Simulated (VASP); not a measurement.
Wanted: the native input for a VASP 6.6.1 run.

- Task: relaxation of cell and atoms
- Functional: PBE
- Potentials or basis: VASP PAW PBE potentials, release 64 (Nb_sv, Pd, Se)
- Cutoff: 600 eV
- k mesh: 6 × 6 × 4
- Occupations: gaussian, width 0.1 eV
- Spin: no spin polarisation
- Dipole correction: no
- Further INCAR settings: ALGO = Normal; EDIFF = 1e-07; IBRION = 2; EDIFFG = -0.04; NSW = 90; ISIF = 3

The structure of NbPdSe3 lies in POSCAR:

```
NbPdSe3
1.0
    5.0266629300      0.0000000000      0.0000000000
   -2.5133314700      4.3532177900      0.0000000000
    0.0000000000      0.0000000000      6.5233185500
Nb Pd Se
1 1 3
Direct
    0.0000000000      0.0000000000      0.5000000000
    0.0000000000      0.0000000000      0.0000000000
    0.5000000000      0.0000000000      0.5000000000
    0.0000000000      0.5000000000      0.5000000000
    0.5000000000      0.5000000000      0.5000000000
```

These files were run (other wordings do the same):

INCAR

```
  PREC = Accurate
  ENCUT = 600
  EDIFF = 1E-7
  ISMEAR = 0
  SIGMA = 0.1
  LREAL = False
  LASPH = True
  NELM = 80
  ALGO = Normal
  ISIF = 3
  LWAVE = False
  LCHARG = False
  GGA = PE
  IBRION = 2
  NSW = 90
  EDIFFG = -0.04
```

KPOINTS

```
Automatic mesh
0
Gamma
  6 6 4
```

Potentials or basis: VASP PAW PBE potentials, release 64 (Nb_sv, Pd, Se).

Run with:

```console
$ cat potpaw_PBE.64/Nb_sv/POTCAR potpaw_PBE.64/Pd/POTCAR potpaw_PBE.64/Se/POTCAR > POTCAR
$ mpirun -np 1 vasp_std > vasp.out
```

Results of the run:

```json
{
  "Relaxed volume": "26.72 Å³/atom",
  "Relaxed cell": "a = 5.515 Å, b = 5.515 Å, c = 5.072 Å, α = 90.00°, β = 90.00°, γ = 120.00°",
  "Space group after relaxing (to 0.05 Å)": "P6/mmm (No. 191)",
  "Energy gained by relaxing": "637.6 meV/atom",
  "Ionic steps": "13",
  "Pressure after relaxing": "-0.1 GPa"
}
```

Run time: 15 min on 1 thread of AMD EPYC 9R45 96-Core Processor (Zen 5), with other jobs on the host, peak memory 0.33 GiB.
